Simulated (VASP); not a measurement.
# LaNb2N3 (P4/mmm) in VASP: single point with PBE

Aim: the single point of LaNb2N3 with PBE.

Program: VASP 6.6.1. These are calculated values, not measurements. Logs are shortened: lines on timing, memory, paths and dates and some standing lists are left out, and cuts for length are marked.

### Step 1. The cell of the first run

Symmetry: P4/mmm, No. 123, tetragonal system. The conventional cell has a = 3.581 Å, b = 3.581 Å, c = 8.068 Å, α = 90.00°, β = 90.00°, γ = 90.00°. Within 3.4 Å of La (site symmetry 4/mmm) lie 4 N at 2.53 Å and 8 Nb at 3.33 Å. Nb (site symmetry 4mm) has 2 N at 1.87 to 2.16 Å within 2.5 Å. N (site symmetry 4/mmm) has 2 Nb at 1.87 Å and 4 N at 2.53 Å within 2.6 Å. Within 3.3 Å of N (site symmetry 4/mmm) lie 4 N at 2.53 Å and 8 Nb at 3.15 Å. N (site symmetry 4/mmm) has 2 Nb at 2.16 Å and 4 La at 2.53 Å within 2.9 Å.

The cell was built from a structure type or drawn by symmetry, and may not be a known phase.

### Step 2. Single point, PBE, collinear spin

The input, INCAR:

```
PREC     = Accurate       # precision mode
ENCUT    = 520            # plane-wave cutoff, eV
EDIFF    = 1E-6           # SCF threshold, eV
ISMEAR   = 0              # smearing method
SIGMA    = 0.1            # smearing width, eV
LREAL    = F              # projectors in reciprocal space
LASPH    = T              # aspherical terms in the spheres
NELM     = 150            # most SCF steps
ALGO     = Normal         # electronic algorithm
ISIF     = 2              # what is computed and relaxed
LWAVE    = F              # write WAVECAR
LCHARG   = F              # write CHGCAR
ISPIN    = 2              # spin polarisation
MAGMOM   = 0 -0.05 -0.05 0.06 1.07 0.02 # initial moments
LORBIT   = 11             # projections on sites
LMAXMIX  = 6              # l up to which the mixer works
GGA      = PE             # functional
NBANDS   = 39             # bands
```

The input, KPOINTS:

```
Automatic mesh
0
Gamma
  4 4 4
```

The input, POSCAR:

```
LaNb2N3
1.0
    3.5814952308      0.0000000000      0.0000000000
    0.0000000000      3.5814952308      0.0000000000
    0.0000000000      0.0000000000      8.0675322582
La Nb N
1 2 3
Direct
    0.0000000000      0.0000000000      0.5000000000
    0.5000000000      0.5000000000      0.2317771541
    0.5000000000      0.5000000000      0.7682228459
    0.5000000000      0.5000000000      0.0000000000
    0.0000000000      0.0000000000      0.0000000000
    0.5000000000      0.5000000000      0.5000000000
```

Potentials or basis: VASP PAW PBE potentials, release 64 (La, Nb_sv, N).

The run is started by

```bash
cat potpaw_PBE.64/La/POTCAR potpaw_PBE.64/Nb_sv/POTCAR potpaw_PBE.64/N/POTCAR > POTCAR
mpirun -np 1 vasp_std > vasp.out
```

OUTCAR:

```text
PREC = Accurate
   ENCUT = 520
   EDIFF = 1E-6
   ISMEAR = 0
   LREAL = F
   LASPH = T
   NELM = 150
   ISIF = 2
   ISPIN = 2
   LORBIT = 11
   GGA = PE

 ion  position               nearest neighbor table
   1  0.000  0.000  0.500-   6 2.53   6 2.53   6 2.53   6 2.53   3 3.33   3 3.33   2 3.33   3 3.33
                             2 3.33   2 3.33   3 3.33   2 3.33
   2  0.500  0.500  0.232-   4 1.87   6 2.16   1 3.33   1 3.33   1 3.33   1 3.33
   3  0.500  0.500  0.768-   4 1.87   6 2.16   1 3.33   1 3.33   1 3.33   1 3.33
   4  0.500  0.500  0.000-   2 1.87   3 1.87
   5  0.000  0.000  0.000-
   6  0.500  0.500  0.500-   2 2.16   3 2.16   1 2.53   1 2.53   1 2.53   1 2.53

  LATTYP: Found a simple tetragonal cell.
 ALAT       =     3.5814952308
 C/A-ratio  =     2.2525598216

  Lattice vectors:

 A1 = (   3.5814952308,   0.0000000000,   0.0000000000)
 A2 = (   0.0000000000,   3.5814952308,   0.0000000000)
 A3 = (   0.0000000000,   0.0000000000,   8.0675322582)

Analysis of symmetry for initial positions (statically):
=====================================================================
 Subroutine PRICEL returns:
 Original cell was already a primitive cell.

 Routine SETGRP: Setting up the symmetry group for a
 simple tetragonal supercell.

 Subroutine GETGRP returns: Found 16 space group operations
 (whereof 16 operations were pure point group operations)
 out of a pool of 16 trial point group operations.

The static configuration has the point symmetry D_4h.

Analysis of symmetry for dynamics (positions and initial velocities):
=====================================================================
 Subroutine PRICEL returns:
 Original cell was already a primitive cell.

 Routine SETGRP: Setting up the symmetry group for a
 simple tetragonal supercell.

 Subroutine GETGRP returns: Found 16 space group operations
 (whereof 16 operations were pure point group operations)
 out of a pool of 16 trial point group operations.

The dynamic configuration has the point symmetry D_4h.

Analysis of structural, dynamic, and magnetic symmetry:
=====================================================================
 Subroutine PRICEL returns:
 Original cell was already a primitive cell.

 Routine SETGRP: Setting up the symmetry group for a
 simple tetragonal supercell.

 Subroutine GETGRP returns: Found 16 space group operations
 (whereof 16 operations were pure point group operations)
 out of a pool of 16 trial point group operations.

The overall configuration has the point symmetry D_4h.

 Subroutine INISYM returns: Found 16 space group operations
 (whereof 16 operations are pure point group operations),
 and found     1 'primitive' translations

----------------------------------------------------------------------------------------

                                     Primitive cell

  volume of cell :     103.4831

  direct lattice vectors                    reciprocal lattice vectors
     3.581495231  0.000000000  0.000000000     0.279212992  0.000000000  0.000000000
     0.000000000  3.581495231  0.000000000     0.000000000  0.279212992  0.000000000
     0.000000000  0.000000000  8.067532258     0.000000000  0.000000000  0.123953641

  length of vectors
     3.581495231  3.581495231  8.067532258     0.279212992  0.279212992  0.123953641

  position of ions in fractional coordinates (direct lattice)
     0.000000000  0.000000000  0.500000000
     0.500000000  0.500000000  0.231777154
     0.500000000  0.500000000  0.768222846
     0.500000000  0.500000000  0.000000000
     0.000000000  0.000000000  0.000000000
     0.500000000  0.500000000  0.500000000

  ion indices of the primitive-cell ions
   primitive index   ion index
                 1           1
                 2           2
                 3           3
                 4           4
                 5           5
                 6           6

[... 32 lines left out ...]
  0.500000  0.250000  0.000000      4.000000
  0.500000  0.500000  0.000000      1.000000
[... 10 lines left out ...]
  0.500000  0.250000  0.500000      4.000000
  0.500000  0.500000  0.500000      1.000000
   k-points           NKPTS =     18   k-points in BZ     NKDIM =     18   number of bands    NBANDS=     39
   number of dos      NEDOS =    301   number of ions     NIONS =      6
   total plane-waves  NPLWV =  47040
   dimension x,y,z NGX =    28 NGY =   28 NGZ =   60
   dimension x,y,z NGXF=    56 NGYF=   56 NGZF=  120
   ions per type =               1   2   3
   NGX,Y,Z   is equivalent  to a cutoff of  13.00, 13.00, 12.36 a.u.
   NGXF,Y,Z  is equivalent  to a cutoff of  25.99, 25.99, 24.73 a.u.
 SYSTEM =  unknown system
   PREC   = accura    normal or accurate (medium, high low for compatibility)
   ISTART =      0    job   : 0-new  1-cont  2-samecut
   ICHARG =      2    charge: 1-file 2-atom 10-const
   ISPIN  =      2    spin polarized calculation?
   LNONCOLLINEAR =      F non collinear calculations
   LSORBIT =      F    spin-orbit coupling
   LASPH  =      T    aspherical Exc in radial PAW
   ENCUT  =  520.0 eV  38.22 Ry    6.18 a.u.   6.66  6.66 15.00*2*pi/ulx,y,z
   NELM   =    150;   NELMIN=  2; NELMDL= -5     # of ELM steps
   EDIFF  = 0.1E-05   stopping-criterion for ELM
   LREAL  =      F    real-space projection
   EDIFFG = 0.1E-04   stopping-criterion for IOM
   NSW    =      0    number of steps for IOM
   IBRION =     -1    ionic relax: 0-MD 1-quasi-New 2-CG
   NFREE  =      0    steps in history (QN), initial steepest desc. (CG)
   ISIF   =      2    stress and relaxation
   ISYM   =      2    0-nonsym 1-usesym 2-fastsym
   POTIM  = 0.5000    time-step for ionic-motion
   TEBEG  =    0.0;   TEEND  =   0.0 temperature during run
   PSTRESS=    0.0 pullay stress
   NELECT =      52.0000    total number of electrons
   NUPDOWN=      -1.0000    fix difference up-down
   EMIN   =  10.00;   EMAX   =-10.00  energy-range for DOS
   EFERMI =   0.00;   METHOD = LEGACY
   ISMEAR =     0;   SIGMA  =   0.10  broadening in eV -4-tet -1-fermi 0-gaus
   EFERMI_NEDOS =   21; number of points for ismear=-14 and -15
   IALGO  =     38    algorithm
   IMIX   =      4    mixing-type and parameters
     AMIX     =   0.40;   BMIX     =  1.00
     AMIX_MAG =   1.60;   BMIX_MAG =  1.00
  volume/ion in A,a.u.               =      17.25       116.39
  Fermi-wavevector in a.u.,A,eV,Ry     =   1.301526  2.459527 23.047854  1.693969
  Thomas-Fermi vector in A             =   2.432654
   LORBIT       =     11    0 simple, 1 ext, 2 COOP (PROOUT), +10 PAW based schemes
   GGA     = PE    functional components
   LHFCALC =     F    Hartree Fock is set to
   AEXX    =    0.0000 exact exchange contribution
   IVDW    =     0    specifies the selected vdW correction
   LEPSILON=     F    determine dielectric tensor
   LRPA    =     F    only Hartree local field effects (RPA)
 spin polarized calculation
 Gauss-broadening in eV      SIGMA  =   0.10
  energy-cutoff  :      520.00
  volume of cell :      103.48
 maximum number of plane-waves:      2814
 NGX is ok and might be reduce to    28
   NGX = 13   NGY = 13   NGZ = 31

 number of electron      51.9999997 magnetization       0.7857860

 Free energy of the ion-electron system (eV)
  ---------------------------------------------------
  ext. energy  EPLUGINS =         0.00000000
  ---------------------------------------------------
  free energy    TOTEN  =       -45.92495317 eV

  energy without entropy =      -45.90004195  energy(sigma->0) =      -45.91249756

 E-fermi :   7.3251     XC(G=0): -10.8247

 val. band max:        7.3123219177   @ k =   0.2500   0.2500   0.5000
 cond. band min:       7.3381095715   @ k =   0.5000   0.0000   0.0000
 fundamental gap:      0.0257876538
 Fermi energy:         7.3250754875

 spin component 1

 k-point     1 :       0.0000    0.0000    0.0000
  band No.  band energies     occupation
      1     -48.0568      1.00000
      2     -48.0539      1.00000
      3     -24.5913      1.00000
      4     -24.2916      1.00000
      5     -24.0917      1.00000
      6     -24.0104      1.00000
[... 727 lines left out ...]
     37      10.7634      0.00000
     38      10.9619      0.00000
 Fermi energy:         7.3250754875

 spin component 2

 k-point     1 :       0.0000    0.0000    0.0000
  band No.  band energies     occupation
      1     -48.1266      1.00000
      2     -48.1238      1.00000
      3     -24.6001      1.00000
      4     -24.3063      1.00000
      5     -24.1227      1.00000
      6     -24.1227      1.00000
[... 727 lines left out ...]
     37      10.7623      0.00000
     38      10.9618      0.00000
 [bands above 38 left out]

------------------------ aborting loop because EDIFF is reached ----------------------------------------

  FORCE on cell =-STRESS in cart. coord.  units (eV):
  Direction    XX          YY          ZZ          XY          YZ          ZX
  --------------------------------------------------------------------------------------
  -------------------------------------------------------------------------------------
  Total       -0.1958143     -0.1958143     -0.2173901      0.0000000      0.0000000      0.0000000
  in kB       -3.0316956     -3.0316956     -3.3657422      0.0000000      0.0000000      0.0000000
  external PRESSURE =      -3.1430445 kB  Pullay stress =       0.0000000 kB

 VOLUME and BASIS-vectors are now :
 -----------------------------------------------------------------------------
  energy-cutoff  :      520.00
  volume of cell :      103.48
      direct lattice vectors                 reciprocal lattice vectors
     3.581495231  0.000000000  0.000000000     0.279212992  0.000000000  0.000000000
     0.000000000  3.581495231  0.000000000     0.000000000  0.279212992  0.000000000
     0.000000000  0.000000000  8.067532258     0.000000000  0.000000000  0.123953641

 POSITION                                       TOTAL-FORCE (eV/Angst)
 -----------------------------------------------------------------------------------
      0.00000      0.00000      4.03377        -0.000000     -0.000000      0.000000
      1.79075      1.79075      1.86987        -0.000000      0.000000     -0.032886
      1.79075      1.79075      6.19766         0.000000     -0.000000      0.032886
      1.79075      1.79075      0.00000        -0.000000     -0.000000      0.000000
      0.00000      0.00000      0.00000        -0.000000     -0.000000      0.000000
      1.79075      1.79075      4.03377        -0.000000     -0.000000      0.000000
 -----------------------------------------------------------------------------------
    total drift:                                0.000000      0.000000     -0.000000

  FREE ENERGIE OF THE ION-ELECTRON SYSTEM (eV)
  ---------------------------------------------------
  free  energy   TOTEN  =       -45.9249531742 eV

  energy  without entropy=      -45.9000419456  energy(sigma->0) =      -45.91249756

 total charge

# of ion       s       p       d       f       tot
--------------------------------------------------
    1        2.037   5.647   0.875   0.216   8.774
    2        2.184   6.020   2.351   0.000  10.555
    3        2.184   6.020   2.351   0.000  10.555
    4        1.329   2.387   0.000   0.000   3.717
    5        1.386   1.901   0.000   0.000   3.287
    6        1.270   2.433   0.000   0.000   3.703
--------------------------------------------------
tot         10.390  24.408   5.577   0.216  40.590

 magnetization (x)

# of ion       s       p       d       f       tot
--------------------------------------------------
    1        0.001  -0.003   0.004  -0.002  -0.001
    2       -0.003  -0.004  -0.095   0.000  -0.103
    3       -0.003  -0.004  -0.095   0.000  -0.103
    4        0.011   0.040   0.000   0.000   0.051
    5        0.016   0.743   0.000   0.000   0.760
    6        0.001   0.017   0.000   0.000   0.018
--------------------------------------------------
tot          0.022   0.790  -0.187  -0.002   0.623
```

It took 10 min on 1 thread of Intel Xeon 8259CL, shared host; peak memory 0.32 GiB.

What came out:

```yaml
Free_energy: -45.9250 eV
Pressure: -0.3 GPa
Largest_force: 0.033 eV/Å
Net_moment: 0.79 μB per cell
Site_moments: La -0.00; Nb -0.10; N +0.05, +0.76, +0.02 μB
Valence_electrons_inside_the_program's_atomic_spheres: La 8.77; Nb 10.55; N 3.72, 3.29, 3.70
```

Forces in eV/Å, atoms in the order of the input:
```
La   0.000  0.000  0.000
Nb   0.000  0.000 -0.033
Nb   0.000  0.000  0.033
N    0.000  0.000  0.000
N    0.000  0.000  0.000
N    0.000  0.000  0.000
```

Caveat: the k points lie up to 0.44 Å⁻¹ apart; spin-orbit coupling is left out, which moves the levels of the heavy elements.
